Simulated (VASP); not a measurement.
# H (Pm-3m) in VASP: single point with LDA

Aim: the single point of H with LDA.

Program: VASP 6.6.1. These are calculated values, not measurements. Logs are shortened: lines on timing, memory, paths and dates and some standing lists are left out, and cuts for length are marked.

### 1 The cell of the first run

Symmetry: Pm-3m, No. 221, cubic system. The conventional cell has a = 1.441 Å, b = 1.441 Å, c = 1.441 Å, α = 90.00°, β = 90.00°, γ = 90.00°. H (site symmetry m-3m) has 6 H at 1.44 Å within 1.9 Å.

### 2 Single point, LDA

Contents of INCAR:

```
SYSTEM = H
PREC = Accurate ; ENCUT = 520
EDIFF = 1E-7 ; ISMEAR = -1
SIGMA = 0.13605693000000002 ; LREAL = .FALSE.
LASPH = .TRUE. ; NELM = 60
ALGO = Normal ; ISIF = 2
LWAVE = .FALSE. ; LCHARG = .FALSE.
GGA = CA ; NBANDS = 6
```

Contents of KPOINTS:

```
regular mesh
0
G
  18 18 18
  0 0 0
```

Contents of POSCAR:

```
H
1.0
    1.4406452869      0.0000000000      0.0000000000
    0.0000000000      1.4406452869      0.0000000000
    0.0000000000      0.0000000000      1.4406452869
H
1
Direct
    0.0000000000      0.0000000000      0.0000000000
```

Potentials or basis: VASP PAW LDA potentials, release 64 (H).

The run is started by

```
$ cat potpaw_LDA.64/H/POTCAR > POTCAR
$ mpirun -np 1 vasp_std > vasp.out
```

OUTCAR:

```text
SYSTEM = H
   PREC = Accurate
   ENCUT = 520
   EDIFF = 1E-7
   ISMEAR = -1
   LREAL = .FALSE.
   LASPH = .TRUE.
   NELM = 60
   ISIF = 2
   GGA = CA

 ion  position               nearest neighbor table
   1  0.000  0.000  0.000-

  LATTYP: Found a simple cubic cell.
 ALAT       =     1.4406452869

  Lattice vectors:

 A1 = (   1.4406452869,   0.0000000000,   0.0000000000)
 A2 = (   0.0000000000,   1.4406452869,   0.0000000000)
 A3 = (   0.0000000000,   0.0000000000,   1.4406452869)

Analysis of symmetry for initial positions (statically):
=====================================================================
 Subroutine PRICEL returns:
 Original cell was already a primitive cell.

 Routine SETGRP: Setting up the symmetry group for a
 simple cubic supercell.

 Subroutine GETGRP returns: Found 48 space group operations
[... 9 lines left out ...]

 Routine SETGRP: Setting up the symmetry group for a
 simple cubic supercell.

 Subroutine GETGRP returns: Found 48 space group operations
[... 11 lines left out ...]
                                     Primitive cell

  volume of cell :       2.9900

  direct lattice vectors                    reciprocal lattice vectors
     1.440645287  0.000000000  0.000000000     0.694133392  0.000000000  0.000000000
     0.000000000  1.440645287  0.000000000     0.000000000  0.694133392  0.000000000
     0.000000000  0.000000000  1.440645287     0.000000000  0.000000000  0.694133392

  length of vectors
     1.440645287  1.440645287  1.440645287     0.694133392  0.694133392  0.694133392

  position of ions in fractional coordinates (direct lattice)
     0.000000000  0.000000000  0.000000000

  ion indices of the primitive-cell ions
   primitive index   ion index
                 1           1

----------------------------------------------------------------------------------------

 KPOINTS: regular mesh

Automatic generation of k-mesh.
 Grid dimensions read from file:
 generate k-points for:   18   18   18

 Generating k-lattice:

  Cartesian coordinates                     Fractional coordinates (reciprocal lattice)
     0.038562966  0.000000000  0.000000000     0.055555556  0.000000000  0.000000000
[... 51 lines left out ...]
   ISTART =      0    job   : 0-new  1-cont  2-samecut
   ICHARG =      2    charge: 1-file 2-atom 10-const
   ISPIN  =      1    spin polarized calculation?
   LNONCOLLINEAR =      F non collinear calculations
   LSORBIT =      F    spin-orbit coupling
   LASPH  =      T    aspherical Exc in radial PAW
   ENCUT  =  520.0 eV  38.22 Ry    6.18 a.u.   2.68  2.68  2.68*2*pi/ulx,y,z
   NELM   =     60;   NELMIN=  2; NELMDL= -5     # of ELM steps
   EDIFF  = 0.1E-06   stopping-criterion for ELM
   LREAL  =      F    real-space projection
   EDIFFG = 0.1E-05   stopping-criterion for IOM
   NSW    =      0    number of steps for IOM
   IBRION =     -1    ionic relax: 0-MD 1-quasi-New 2-CG
   NFREE  =      0    steps in history (QN), initial steepest desc. (CG)
   ISIF   =      2    stress and relaxation
   ISYM   =      2    0-nonsym 1-usesym 2-fastsym
   POTIM  = 0.5000    time-step for ionic-motion
   TEBEG  =    0.0;   TEEND  =   0.0 temperature during run
   PSTRESS=    0.0 pullay stress
   NELECT =       1.0000    total number of electrons
   NUPDOWN=      -1.0000    fix difference up-down
   EMIN   =  10.00;   EMAX   =-10.00  energy-range for DOS
   EFERMI =   0.00;   METHOD = LEGACY
   ISMEAR =    -1;   SIGMA  =   0.14  broadening in eV -4-tet -1-fermi 0-gaus
   EFERMI_NEDOS =   21; number of points for ismear=-14 and -15
   IALGO  =     38    algorithm
   IMIX   =      4    mixing-type and parameters
     AMIX     =   0.40;   BMIX     =  1.00
     AMIX_MAG =   1.60;   BMIX_MAG =  1.00
  volume/ion in A,a.u.               =       2.99        20.18
  Fermi-wavevector in a.u.,A,eV,Ry     =   1.136365  2.147418 17.569542  1.291325
  Thomas-Fermi vector in A             =   2.273070
   LORBIT       =      0    0 simple, 1 ext, 2 COOP (PROOUT), +10 PAW based schemes
   GGA     = CA    functional components
   LHFCALC =     F    Hartree Fock is set to
   AEXX    =    0.0000 exact exchange contribution
   IVDW    =     0    specifies the selected vdW correction
   LEPSILON=     F    determine dielectric tensor
   LRPA    =     F    only Hartree local field effects (RPA)
 non-spin polarized calculation
  energy-cutoff  :      520.00
  volume of cell :        2.99
 maximum number of plane-waves:        88
 NGX is ok and might be reduce to    12
   NGX =  5   NGY =  5   NGZ =  5

 number of electron       1.0000000 magnetization

 Free energy of the ion-electron system (eV)
  ---------------------------------------------------
  ext. energy  EPLUGINS =         0.00000000
  ---------------------------------------------------
  free energy    TOTEN  =        -2.59825419 eV

  energy without entropy =       -2.59197892  energy(sigma->0) =       -2.59511656

 E-fermi :   2.2840     XC(G=0): -11.1292

 val. band max:        2.1056883388   @ k =   0.5000   0.1111   0.1111
 cond. band min:       2.2960571777   @ k =   0.2778   0.2778   0.2778
 fundamental gap:      0.1903688389
 Fermi energy:         2.2839657199

 k-point     1 :       0.0000    0.0000    0.0000
  band No.  band energies     occupation
      1     -13.6018      2.00000
      2      49.7824      0.00000
      3      60.9471      0.00000
      4      60.9471      0.00000
      5      60.9471      0.00000
      6      62.9097      0.00000
[... 199 lines left out ...]
 k-point    24 :       0.3333    0.1111    0.0000
  band No.  band energies     occupation
      1      -5.1346      2.00000
      2      20.3500      0.00000
      3      51.5997      0.00000
      4      66.8750      0.00000
      5      69.7594      0.00000
      6      77.6509      0.00000

 [... further k-points ...]

------------------------ aborting loop because EDIFF is reached ----------------------------------------

  FORCE on cell =-STRESS in cart. coord.  units (eV):
  Direction    XX          YY          ZZ          XY          YZ          ZX
  --------------------------------------------------------------------------------------
  -------------------------------------------------------------------------------------
  Total        0.0199652      0.0199652      0.0199652      0.0000000      0.0000000     -0.0000000
  in kB       10.6982611     10.6982611     10.6982611      0.0000000      0.0000000     -0.0000000
  external PRESSURE =      10.6982611 kB  Pullay stress =       0.0000000 kB

 VOLUME and BASIS-vectors are now :
 -----------------------------------------------------------------------------
  energy-cutoff  :      520.00
  volume of cell :        2.99
      direct lattice vectors                 reciprocal lattice vectors
     1.440645287  0.000000000  0.000000000     0.694133392  0.000000000  0.000000000
     0.000000000  1.440645287  0.000000000     0.000000000  0.694133392  0.000000000
     0.000000000  0.000000000  1.440645287     0.000000000  0.000000000  0.694133392

 POSITION                                       TOTAL-FORCE (eV/Angst)
 -----------------------------------------------------------------------------------
      0.00000      0.00000      0.00000         0.000000      0.000000      0.000000
 -----------------------------------------------------------------------------------
    total drift:                               -0.000000     -0.000000     -0.000000

  FREE ENERGIE OF THE ION-ELECTRON SYSTEM (eV)
  ---------------------------------------------------
  free  energy   TOTEN  =        -2.5982541905 eV

  energy  without entropy=       -2.5919789197  energy(sigma->0) =       -2.59511656
```

OSZICAR:

```text
N       E                     dE             d eps       ncg     rms          rms(c)
DAV:   1    -0.258267798141E+01   -0.25827E+01   -0.18218E+02  3210   0.640E+01
DAV:   2    -0.259870801260E+01   -0.16030E-01   -0.16025E-01  3390   0.247E+00
DAV:   3    -0.259870919045E+01   -0.11778E-05   -0.11782E-05  3024   0.182E-02
DAV:   4    -0.259870919070E+01   -0.24881E-09   -0.12347E-10  3438   0.455E-05
DAV:   5    -0.259870919073E+01   -0.38181E-10    0.49400E-14  2784   0.663E-08    0.523E-01
DAV:   6    -0.259839378538E+01    0.31541E-03   -0.29138E-05  3030   0.313E-02    0.318E-01
DAV:   7    -0.259825373106E+01    0.14005E-03   -0.83164E-05  3030   0.541E-02    0.689E-03
DAV:   8    -0.259825412135E+01   -0.39029E-06   -0.85443E-08  3174   0.175E-03    0.281E-03
DAV:   9    -0.259825419052E+01   -0.69170E-07   -0.32167E-08  2784   0.102E-03
   1 F= -.25982542E+01 E0= -.25951166E+01  d E =-.627527E-02
```

stdout:

```text
POSCAR found type information on POSCAR H
 POSCAR found :  1 types and       1 ions
 scaLAPACK will be used
 LDA part: xc-table for (Slater(with rela. corr.)+CA(PZ))
 , standard interpolation
 POSCAR, INCAR and KPOINTS ok, starting setup
 FFT: planning ... GRIDC
 FFT: planning ... GRID_SOFT
 FFT: planning ... GRID
 WAVECAR not read
 entering main loop
```

Wall time 4.1 s (1 thread of AMD EPYC 9R45 (Zen 5), shared host); peak memory 0.07 GiB.

Results:

* Free energy: -2.5983 eV
* Pressure: 1.1 GPa
